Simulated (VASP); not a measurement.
Input of a VASP 6.6.1 run:

File POSCAR:

```
KTaO3
1.0
    7.9708780000      0.0000000000      0.0000000000
    0.0000000000      7.9708780000      0.0000000000
    0.0000000000      0.0000000000      7.9708780000
K Ta O
8 8 24
Direct
    0.0000000000      0.0000000000      0.0000000000
    0.0000000000      0.0000000000      0.5000000000
    0.0000000000      0.5000000000      0.0000000000
    0.0000000000      0.5000000000      0.5000000000
    0.5000000000      0.0000000000      0.0000000000
    0.5000000000      0.0000000000      0.5000000000
    0.5000000000      0.5000000000      0.0000000000
    0.5000000000      0.5000000000      0.5000000000
    0.2500000000      0.2500000000      0.2500000000
    0.2500000000      0.2500000000      0.7500000000
    0.2500000000      0.7500000000      0.2500000000
    0.2500000000      0.7500000000      0.7500000000
    0.7500000000      0.2500000000      0.2500000000
    0.7500000000      0.2500000000      0.7500000000
    0.7500000000      0.7500000000      0.2500000000
    0.7500000000      0.7500000000      0.7500000000
    0.2500000000      0.2500000000      0.0000000000
    0.2500000000      0.2500000000      0.5000000000
    0.2500000000      0.7500000000      0.0000000000
    0.2500000000      0.7500000000      0.5000000000
    0.7500000000      0.2500000000      0.0000000000
    0.7500000000      0.2500000000      0.5000000000
    0.7500000000      0.7500000000      0.0000000000
    0.7500000000      0.7500000000      0.5000000000
    0.0000000000      0.2500000000      0.2500000000
    0.0000000000      0.2500000000      0.7500000000
    0.0000000000      0.7500000000      0.2500000000
    0.0000000000      0.7500000000      0.7500000000
    0.5000000000      0.2500000000      0.2500000000
    0.5000000000      0.2500000000      0.7500000000
    0.5000000000      0.7500000000      0.2500000000
    0.5000000000      0.7500000000      0.7500000000
    0.2500000000      0.0000000000      0.2500000000
    0.2500000000      0.0000000000      0.7500000000
    0.2500000000      0.5000000000      0.2500000000
    0.2500000000      0.5000000000      0.7500000000
    0.7500000000      0.0000000000      0.2500000000
    0.7500000000      0.0000000000      0.7500000000
    0.7500000000      0.5000000000      0.2500000000
    0.7500000000      0.5000000000      0.7500000000
```

The input INCAR.step1:

```
ALGO = Normal
EDIFF = 1E-5
ENCUT = 520
GGA = PE
ISIF = 2
ISMEAR = -1
LASPH = True
LREAL = Auto
LWAVE = True
NBANDS = 178
NELM = 100
PREC = Accurate
SIGMA = 0.05
```

The input INCAR.step2:

```
ALGO = Normal
EDIFF = 1E-6
ENCUT = 520
GGA = PE
HFSCREEN = 0.2079
ISIF = 2
ISMEAR = -1
ISTART = 1
LASPH = True
LCHARG = True
LELF = True
LHFCALC = True
LREAL = Auto
LVHAR = True
LWAVE = False
NBANDS = 178
NELM = 100
PREC = Accurate
PRECFOCK = Fast
SIGMA = 0.05
```

File KPOINTS:

```
k-points
0
Gamma
  1 1 1
```

Potentials or basis: VASP PAW PBE potentials, release 64 (K_sv, Ta_pv, O).

Launch:

```bash
$ cat potpaw_PBE.64/K_sv/POTCAR potpaw_PBE.64/Ta_pv/POTCAR potpaw_PBE.64/O/POTCAR > POTCAR
$ cp INCAR.step1 INCAR
$ mpirun -np 1 vasp_gam > vasp.out
$ cp INCAR.step2 INCAR
$ mpirun -np 1 vasp_gam > vasp.out
```

(1) What does it give for the band gap on the k mesh?

(2) Estimate the pressure.

## Answers

(1) 3.23 eV.

(2) 2.0 GPa.

Caveat: the k points lie up to 0.79 Å⁻¹ apart; the PAW data sets were made with another functional, which shifts forces and pressure a little; spin-orbit coupling is left out, which moves the levels of the heavy elements; an odd mesh through Γ misses points on the zone boundary, where band edges can lie.
